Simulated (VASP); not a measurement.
# NdC (Pm-3m) in VASP: single point with PBE+U

Aim: the single point of NdC with PBE+U.

All numbers are computed with VASP 6.6.1; they aren't measurements. Logs are shortened: lines on timing, memory, paths and dates and some standing lists are left out, and cuts for length are marked.

### Step 1. The cell of the first run

Symmetry: Pm-3m, No. 221, cubic system. Conventional cell: a = 3.075 Å, b = 3.075 Å, c = 3.075 Å, α = 90.00°, β = 90.00°, γ = 90.00°. Within 3.5 Å of Nd (site symmetry m-3m) lie 8 C at 2.66 Å and 6 Nd at 3.08 Å. C (site symmetry m-3m) has 8 Nd at 2.66 Å and 6 C at 3.08 Å within 3.5 Å.

### Step 2. Single point, PBE+U, collinear spin, ferromagnetic start

INCAR reads:

```
  ALGO = Normal
  EDIFF = 1E-6
  ENCUT = 520
  GGA = PE
  ISIF = 2
  ISMEAR = 0
  ISPIN = 2
  LASPH = T
  LCHARG = T
  LDAU = T
  LDAUJ = 0 0
  LDAUL = 3 -1
  LDAUPRINT = 1
  LDAUTYPE = 2
  LDAUU = 6 0
  LELF = T
  LMAXMIX = 6
  LORBIT = 11
  LREAL = F
  LVHAR = T
  LWAVE = F
  MAGMOM = 3 0
  NBANDS = 20
  NELM = 150
  PREC = Accurate
  SIGMA = 0.05
```

KPOINTS reads:

```
k-points
0
Gamma
  5 5 5
```

POSCAR reads:

```
NdC
1.0
    3.0750518268      0.0000000000      0.0000000000
    0.0000000000      3.0750518268      0.0000000000
    0.0000000000      0.0000000000      3.0750518268
Nd C
1 1
Direct
    0.0000000000      0.0000000000      0.0000000000
    0.5000000000      0.5000000000      0.5000000000
```

Potentials or basis: VASP PAW PBE potentials, release 64 (Nd, C).

Started as:

```sh
cat potpaw_PBE.64/Nd/POTCAR potpaw_PBE.64/C/POTCAR > POTCAR
mpirun -np 1 vasp_std > vasp.out
```

OUTCAR:

```text
EDIFF = 1E-6
   ENCUT = 520
   GGA = PE
   ISIF = 2
   ISMEAR = 0
   ISPIN = 2
   LASPH = T
   LORBIT = 11
   LREAL = F
   NELM = 150
   PREC = Accurate

 ion  position               nearest neighbor table
   1  0.000  0.000  0.000-   2 2.66   2 2.66   2 2.66   2 2.66   2 2.66   2 2.66   2 2.66   2 2.66

   2  0.500  0.500  0.500-   1 2.66   1 2.66   1 2.66   1 2.66   1 2.66   1 2.66   1 2.66   1 2.66

  LATTYP: Found a simple cubic cell.
 ALAT       =     3.0750518268

  Lattice vectors:

 A1 = (   3.0750518268,   0.0000000000,   0.0000000000)
 A2 = (   0.0000000000,   3.0750518268,   0.0000000000)
 A3 = (   0.0000000000,   0.0000000000,   3.0750518268)

Analysis of symmetry for initial positions (statically):
=====================================================================
 Subroutine PRICEL returns:
 Original cell was already a primitive cell.

 Routine SETGRP: Setting up the symmetry group for a
 simple cubic supercell.

 Subroutine GETGRP returns: Found 48 space group operations
 (whereof 48 operations were pure point group operations)
 out of a pool of 48 trial point group operations.

The static configuration has the point symmetry O_h .

Analysis of symmetry for dynamics (positions and initial velocities):
=====================================================================
 Subroutine PRICEL returns:
 Original cell was already a primitive cell.

 Routine SETGRP: Setting up the symmetry group for a
 simple cubic supercell.

 Subroutine GETGRP returns: Found 48 space group operations
 (whereof 48 operations were pure point group operations)
 out of a pool of 48 trial point group operations.

The dynamic configuration has the point symmetry O_h .

Analysis of structural, dynamic, and magnetic symmetry:
=====================================================================
 Subroutine PRICEL returns:
 Original cell was already a primitive cell.

 Routine SETGRP: Setting up the symmetry group for a
 simple cubic supercell.

 Subroutine GETGRP returns: Found 48 space group operations
 (whereof 48 operations were pure point group operations)
 out of a pool of 48 trial point group operations.

The overall configuration has the point symmetry O_h .

 Subroutine INISYM returns: Found 48 space group operations
 (whereof 48 operations are pure point group operations),
 and found     1 'primitive' translations

----------------------------------------------------------------------------------------

                                     Primitive cell

  volume of cell :      29.0775

  direct lattice vectors                    reciprocal lattice vectors
     3.075051827  0.000000000  0.000000000     0.325197771  0.000000000  0.000000000
     0.000000000  3.075051827  0.000000000     0.000000000  0.325197771  0.000000000
     0.000000000  0.000000000  3.075051827     0.000000000  0.000000000  0.325197771

  length of vectors
     3.075051827  3.075051827  3.075051827     0.325197771  0.325197771  0.325197771

  position of ions in fractional coordinates (direct lattice)
     0.000000000  0.000000000  0.000000000
     0.500000000  0.500000000  0.500000000

  ion indices of the primitive-cell ions
   primitive index   ion index
                 1           1
                 2           2

----------------------------------------------------------------------------------------

 KPOINTS: k-points

Automatic generation of k-mesh.
 Grid dimensions read from file:
 generate k-points for:    5    5    5

 Generating k-lattice:

  Cartesian coordinates                     Fractional coordinates (reciprocal lattice)
[... 56 lines left out ...]
   NELECT =      18.0000    total number of electrons
   NUPDOWN=      -1.0000    fix difference up-down
   EMIN   =  10.00;   EMAX   =-10.00  energy-range for DOS
   EFERMI =   0.00;   METHOD = LEGACY
   ISMEAR =     0;   SIGMA  =   0.05  broadening in eV -4-tet -1-fermi 0-gaus
   EFERMI_NEDOS =   21; number of points for ismear=-14 and -15
   IALGO  =     38    algorithm
   IMIX   =      4    mixing-type and parameters
     AMIX     =   0.40;   BMIX     =  1.00
     AMIX_MAG =   1.60;   BMIX_MAG =  1.00
  volume/ion in A,a.u.               =      14.54        98.11
  Fermi-wavevector in a.u.,A,eV,Ry     =   1.395232  2.636607 26.486101  1.946674
  Thomas-Fermi vector in A             =   2.518704
   LORBIT       =     11    0 simple, 1 ext, 2 COOP (PROOUT), +10 PAW based schemes
 LDA+U is selected, type is set to LDAUTYPE =  2
   angular momentum for each species LDAUL =     3   -1
   U (eV)           for each species LDAUU =   6.0  0.0
   J (eV)           for each species LDAUJ =   0.0  0.0
   GGA     = PE    functional components
   LHFCALC =     F    Hartree Fock is set to
   AEXX    =    0.0000 exact exchange contribution
   IVDW    =     0    specifies the selected vdW correction
   LEPSILON=     F    determine dielectric tensor
   LRPA    =     F    only Hartree local field effects (RPA)
 spin polarized calculation
 Gauss-broadening in eV      SIGMA  =   0.05
  energy-cutoff  :      520.00
  volume of cell :       29.08
 maximum number of plane-waves:       792
 NGX is ok and might be reduce to    24
   NGX = 11   NGY = 11   NGZ = 11

 number of electron      18.0000000 magnetization       3.0000000

atom =   1  type =  1  l = 3

 onsite density matrix

spin component  1

  0.0069  0.0000 -0.0009 -0.0000 -0.0000 -0.0000  0.0000
  0.0000  0.0194  0.0000  0.0000 -0.0000  0.0000 -0.0000
 -0.0009  0.0000  0.0073 -0.0000  0.0000  0.0000  0.0000
 -0.0000  0.0000 -0.0000  0.0062 -0.0000  0.0000 -0.0000
 -0.0000 -0.0000  0.0000 -0.0000  0.0073 -0.0000  0.0009
 -0.0000  0.0000  0.0000  0.0000 -0.0000  0.0080 -0.0000
  0.0000 -0.0000  0.0000 -0.0000  0.0009 -0.0000  0.0069

spin component  2

  0.3736  0.0000 -0.4715 -0.0000 -0.0000  0.0000 -0.0000
  0.0000  0.0314  0.0000  0.0000 -0.0000  0.0000 -0.0000
 -0.4715  0.0000  0.6171  0.0000  0.0000 -0.0000  0.0000
 -0.0000  0.0000  0.0000  0.0083  0.0000 -0.0000 -0.0000
 -0.0000 -0.0000  0.0000  0.0000  0.6171  0.0000  0.4715
  0.0000  0.0000 -0.0000 -0.0000  0.0000  0.9823  0.0000
 -0.0000 -0.0000  0.0000 -0.0000  0.4715  0.0000  0.3736

 occupancies and eigenvectors

  o =  0.0062  v = -0.0007  0.0000 -0.0005 -1.0000 -0.0020  0.0000  0.0026  0.0000  0.0000  0.0000  0.0000  0.0000  0.0000  0.0000      0.0000  0.0000  0.0000  0.0000  0.0000  0.0000  0.0000  0.0000  0.0000  0.0000  0.0000  0.0000  0.0000  0.0000
  o =  0.0062  v =  0.0066 -0.0000  0.0051 -0.0033  0.6123 -0.0000 -0.7905  0.0000  0.0000  0.0000  0.0000  0.0000  0.0000  0.0000      0.0000  0.0000  0.0000  0.0000  0.0000  0.0000  0.0000  0.0000  0.0000  0.0000  0.0000  0.0000  0.0000  0.0000
  o =  0.0062  v =  0.7905  0.0000  0.6124 -0.0008 -0.0051 -0.0000  0.0066  0.0000  0.0000  0.0000  0.0000  0.0000  0.0000  0.0000      0.0000  0.0000  0.0000  0.0000  0.0000  0.0000  0.0000  0.0000  0.0000  0.0000  0.0000  0.0000  0.0000  0.0000
  o =  0.0080  v = -0.6124  0.0000  0.7906 -0.0000 -0.0015 -0.0020 -0.0012  0.0000  0.0000  0.0000  0.0000  0.0000  0.0000  0.0000      0.0000  0.0000  0.0000  0.0000  0.0000  0.0000  0.0000  0.0000  0.0000  0.0000  0.0000  0.0000  0.0000  0.0000
  o =  0.0080  v = -0.0012  0.0000  0.0015 -0.0000  0.7906  0.0021  0.6124  0.0000  0.0000  0.0000  0.0000  0.0000  0.0000  0.0000      0.0000  0.0000  0.0000  0.0000  0.0000  0.0000  0.0000  0.0000  0.0000  0.0000  0.0000  0.0000  0.0000  0.0000
  o =  0.0080  v =  0.0012  0.0000 -0.0016 -0.0000  0.0017 -1.0000  0.0013  0.0000  0.0000  0.0000  0.0000  0.0000  0.0000  0.0000      0.0000  0.0000  0.0000  0.0000  0.0000  0.0000  0.0000  0.0000  0.0000  0.0000  0.0000  0.0000  0.0000  0.0000
  o =  0.0083  v =  0.0000  0.0000  0.0000  0.0000  0.0000  0.0000  0.0000 -0.0007  0.0000 -0.0005  0.0520  0.6115  0.0000 -0.7895      0.0000  0.0000  0.0000  0.0000  0.0000  0.0000  0.0000  0.0000  0.0000  0.0000  0.0000  0.0000  0.0000  0.0000
  o =  0.0083  v =  0.0000  0.0000  0.0000  0.0000  0.0000  0.0000  0.0000  0.7906 -0.0000  0.6124 -0.0041  0.0007  0.0000 -0.0009      0.0000  0.0000  0.0000  0.0000  0.0000  0.0000  0.0000  0.0000  0.0000  0.0000  0.0000  0.0000  0.0000  0.0000
  o =  0.0083  v =  0.0000  0.0000  0.0000  0.0000  0.0000  0.0000  0.0000  0.0033 -0.0000  0.0026  0.9986 -0.0318  0.0000  0.0411      0.0000  0.0000  0.0000  0.0000  0.0000  0.0000  0.0000  0.0000  0.0000  0.0000  0.0000  0.0000  0.0000  0.0000
  o =  0.0194  v = -0.0000 -1.0000  0.0000 -0.0000  0.0000 -0.0000  0.0000  0.0000  0.0000  0.0000  0.0000  0.0000  0.0000  0.0000      0.0000  0.0000  0.0000  0.0000  0.0000  0.0000  0.0000  0.0000  0.0000  0.0000  0.0000  0.0000  0.0000  0.0000
  o =  0.0314  v =  0.0000  0.0000  0.0000  0.0000  0.0000  0.0000  0.0000 -0.0000 -1.0000 -0.0000 -0.0000  0.0000  0.0000 -0.0000      0.0000  0.0000  0.0000  0.0000  0.0000  0.0000  0.0000  0.0000  0.0000  0.0000  0.0000  0.0000  0.0000  0.0000
  o =  0.9823  v =  0.0000  0.0000  0.0000  0.0000  0.0000  0.0000  0.0000 -0.0000 -0.0000 -0.0000  0.0000 -0.1867 -0.9717 -0.1446      0.0000  0.0000  0.0000  0.0000  0.0000  0.0000  0.0000  0.0000  0.0000  0.0000  0.0000  0.0000  0.0000  0.0000
  o =  0.9823  v =  0.0000  0.0000  0.0000  0.0000  0.0000  0.0000  0.0000  0.0000 -0.0000 -0.0000 -0.0000  0.7682 -0.2361  0.5951      0.0000  0.0000  0.0000  0.0000  0.0000  0.0000  0.0000  0.0000  0.0000  0.0000  0.0000  0.0000  0.0000  0.0000
  o =  0.9823  v =  0.0000  0.0000  0.0000  0.0000  0.0000  0.0000  0.0000  0.6124 -0.0000 -0.7906 -0.0000 -0.0000  0.0000 -0.0000      0.0000  0.0000  0.0000  0.0000  0.0000  0.0000  0.0000  0.0000  0.0000  0.0000  0.0000  0.0000  0.0000  0.0000

 number of electron      17.9999998 magnetization      -3.1257916

 Free energy of the ion-electron system (eV)
  ---------------------------------------------------
  ext. energy  EPLUGINS =         0.00000000
  ---------------------------------------------------
  free energy    TOTEN  =       -13.13170767 eV

  energy without entropy =      -13.12900547  energy(sigma->0) =      -13.13035657

 E-fermi :   7.3090     XC(G=0): -12.2224

 val. band max:        7.1094646707   @ k =   0.4000   0.2000   0.0000
 cond. band min:       7.3212792399   @ k =   0.4000   0.2000   0.0000
 fundamental gap:      0.2118145693
 Fermi energy:         7.3090332033

 spin component 1

 k-point     1 :       0.0000    0.0000    0.0000
  band No.  band energies     occupation
      1     -28.9727      1.00000
      2      -9.2006      1.00000
      3      -9.2005      1.00000
      4      -9.2005      1.00000
      5      -2.9501      1.00000
      6       6.5810      1.00000
[... 206 lines left out ...]
      6       3.3149      1.00000
[... 12 lines left out ...]
     19      17.4949      0.00000
     20      17.4949      0.00000
 Fermi energy:         7.3090332033

 spin component 2

 k-point     1 :       0.0000    0.0000    0.0000
  band No.  band energies     occupation
      1     -30.2895      1.00000
      2     -10.2277      1.00000
      3     -10.2277      1.00000
      4     -10.2277      1.00000
      5      -3.1119      1.00000
      6       3.3542      1.00000
[... 219 lines left out ...]
     19      16.9887      0.00000
     20      16.9887      0.00000

------------------------ aborting loop because EDIFF is reached ----------------------------------------

  FORCE on cell =-STRESS in cart. coord.  units (eV):
  Direction    XX          YY          ZZ          XY          YZ          ZX
  --------------------------------------------------------------------------------------
  -------------------------------------------------------------------------------------
  Total        3.6623759      3.6623759      3.6623759      0.0000000      0.0000000     -0.0000000
  in kB      201.7976845    201.7976845    201.7976845      0.0000000      0.0000000     -0.0000000
  external PRESSURE =     201.7976845 kB  Pullay stress =       0.0000000 kB

 VOLUME and BASIS-vectors are now :
 -----------------------------------------------------------------------------
  energy-cutoff  :      520.00
  volume of cell :       29.08
      direct lattice vectors                 reciprocal lattice vectors
     3.075051827  0.000000000  0.000000000     0.325197771  0.000000000  0.000000000
     0.000000000  3.075051827  0.000000000     0.000000000  0.325197771  0.000000000
     0.000000000  0.000000000  3.075051827     0.000000000  0.000000000  0.325197771

 POSITION                                       TOTAL-FORCE (eV/Angst)
 -----------------------------------------------------------------------------------
      0.00000      0.00000      0.00000         0.000000      0.000000      0.000000
      1.53753      1.53753      1.53753         0.000000      0.000000      0.000000
 -----------------------------------------------------------------------------------
    total drift:                                0.000000      0.000000     -0.000000

  FREE ENERGIE OF THE ION-ELECTRON SYSTEM (eV)
  ---------------------------------------------------
  free  energy   TOTEN  =       -13.1317076705 eV

  energy  without entropy=      -13.1290054663  energy(sigma->0) =      -13.13035657

 total charge

# of ion       s       p       d       f       tot
--------------------------------------------------
    1        2.002   5.390   0.748   3.059  11.199
    2        0.915   1.346   0.000   0.000   2.261
--------------------------------------------------
tot          2.916   6.736   0.748   3.059  13.460

 magnetization (x)

# of ion       s       p       d       f       tot
--------------------------------------------------
    1        0.011   0.111  -0.052  -2.938  -2.868
    2        0.004  -0.026   0.000   0.000  -0.022
--------------------------------------------------
tot          0.015   0.085  -0.052  -2.938  -2.890
```

It took 28 s on 1 thread of AMD EPYC 7R13 (Zen 3), shared host; peak memory 0.13 GiB.

What came out:

```
Free energy                                           : -13.1317 eV
Pressure                                              : 20.2 GPa
Net moment                                            : -3.13 μB per cell
Site moments                                          : Nd -2.87; C -0.02 μB
Valence electrons inside the program's atomic spheres : Nd 11.20; C 2.26
```

Eigenvalues of the final occupation matrices:
```tsv
site	spin	trace	eigenvalues
site 1 f	1	0.06	0.01 0.01 0.01 0.01 0.01 0.01 0.02
site 1 f	2	3.00	0.01 0.01 0.01 0.03 0.98 0.98 0.98
```

Caveat: the k points lie up to 0.41 Å⁻¹ apart; the magnetic or orbital state may not be the lowest; spin-orbit coupling is left out, which moves the levels of the heavy elements.
